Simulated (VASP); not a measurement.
Wanted: the native input for a VASP 6.6.1 run.

```
Task                   : electric field gradients
Functional             : PBEsol
Potentials or basis    : VASP PAW PBE potentials, release 64 (W_sv, S)
Cutoff                 : 520 eV
k mesh                 : 15 × 15 × 15
Occupations            : fermi-dirac, width 0.03 eV
Spin                   : no spin polarisation
Dipole correction      : no
Further INCAR settings : ALGO = Normal; EDIFF = 1e-08; NBANDS = 20
```

The structure of WS2 lies in POSCAR:

```
WS2
1.0
    1.5737194071      0.9085873233      6.1427167022
   -1.5737194071      0.9085873233      6.1427167022
    0.0000000000     -1.8171746466      6.1427167022
W S
1 2
Direct
    0.0000000000      0.0000000000      0.0000000000
    0.7503000000      0.7503000000      0.7503000000
    0.5810000000      0.5810000000      0.5810000000
```

One way to write it, as run:

INCAR

```
SYSTEM = WS2
  PREC = Accurate
  ENCUT = 520
  EDIFF = 1E-8
  ISMEAR = -1
  SIGMA = 0.03
  LREAL = .FALSE.
  LASPH = .TRUE.
  NELM = 100
  ALGO = Normal
  ISIF = 2
  LWAVE = .FALSE.
  LCHARG = .FALSE.
  GGA = PS
  LEFG = .TRUE.
  NBANDS = 20
```

KPOINTS

```
Automatic mesh
0
G
  15 15 15
  0 0 0
```

Potentials or basis: VASP PAW PBE potentials, release 64 (W_sv, S).

Launch:

```sh
$ cat potpaw_PBE.64/W_sv/POTCAR potpaw_PBE.64/S/POTCAR > POTCAR
$ mpirun -np 1 vasp_std > vasp.out
```

Results of the run:

```
Pressure                                : 1.2 GPa
Largest force                           : 0.616 eV/Å
Band gap on the k mesh                  : 1.03 eV (least direct gap 1.92 eV)
Largest electric field gradient by atom : W -156.3; S -49.7, -42.0 V/Å²
```

Caveat: without QUAD_EFG the Cq values of the log hold for a quadrupole moment of 1 mb, not for the nuclei; the PAW data sets were made with another functional, which shifts forces and pressure a little; spin-orbit coupling is left out, which moves the levels of the heavy elements; an odd mesh through Γ misses points on the zone boundary, where band edges can lie.

It took 20 min on 1 thread of AMD EPYC 7R13 Processor (Zen 3), on a shared host, peak memory 0.53 GiB.
